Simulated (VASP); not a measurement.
Input of a VASP 6.6.1 run:

Contents of INCAR:

```
PREC     = Accurate       # precision mode
ENCUT    = 520            # plane-wave cutoff, eV
EDIFF    = 1E-7           # SCF threshold, eV
ISMEAR   = -1             # smearing method
SIGMA    = 0.05           # smearing width, eV
LREAL    = False          # projectors in reciprocal space
LASPH    = True           # aspherical terms in the spheres
NELM     = 80             # most SCF steps
ALGO     = Normal         # electronic algorithm
ISIF     = 2              # what is computed and relaxed
LWAVE    = False          # write WAVECAR
LCHARG   = False          # write CHGCAR
GGA      = PE             # functional
NBANDS   = 17             # bands
```

KPOINTS

```
regular mesh
0
Gamma
  11 11 6
```

POSCAR

```
Pd
1.0
    2.7729246877      0.0000000000      0.0000000000
   -1.3864623438      2.4014232223      0.0000000000
    0.0000000000      0.0000000000      4.6252101579
Pd
2
Direct
    0.3333333333      0.6666666667      0.2500000000
    0.6666666667      0.3333333333      0.7500000000
```

Potentials or basis: VASP PAW PBE potentials, release 64 (Pd).

Launch:

```console
$ cat potpaw_PBE.64/Pd/POTCAR > POTCAR
$ mpirun -np 1 vasp_std > vasp.out
```

(1) Estimate the pressure.

(2) Estimate the band gap on the k mesh.

## Answers

(1) -0.3 GPa.

(2) zero (bands 10 and 11 overlap by 0.80 eV).
